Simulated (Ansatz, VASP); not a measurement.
## One calculation of SbAs2, two programs

```
CELL_PARAMETERS angstrom
0.00000 3.39303 3.39303
3.39303 0.00000 3.39303
3.39303 3.39303 0.00000
ATOMIC_POSITIONS crystal
Sb 0.00000 0.00000 0.00000
As 0.25000 0.25000 0.25000
As 0.75000 0.75000 0.75000
```

Alike in both runs: functional PBE; k mesh 12 × 12 × 12; occupations gaussian, width 0.1 eV; no spin polarisation.

Ansatz relaxed the structure, and its values are those at the end. VASP's run is a single point on that final structure, the one shown.

```csv
,VASP,Ansatz
version,VASP 6.6.1,Ansatz 0.2.0
potentials or method,"VASP PAW PBE potentials, release 64 (Sb, As), cutoff 520 eV","scalar-relativistic, plane waves, PAW"
valence electrons in the cell,15,45
```

|  | VASP | Ansatz | Ansatz less VASP |
| --- | --- | --- | --- |
| gap on the k mesh at the Fermi level (eV) | none | none | - |
| pressure (GPa) | 0.0 | 0.0 | 0.00 |

A gap of «none» marks a metal or a gap that the smearing closes. VASP's potentials hold 15 valence electrons a cell and Ansatz's 45, so a difference there can come from the potentials and not from the codes.

Spin-orbit coupling is off throughout.
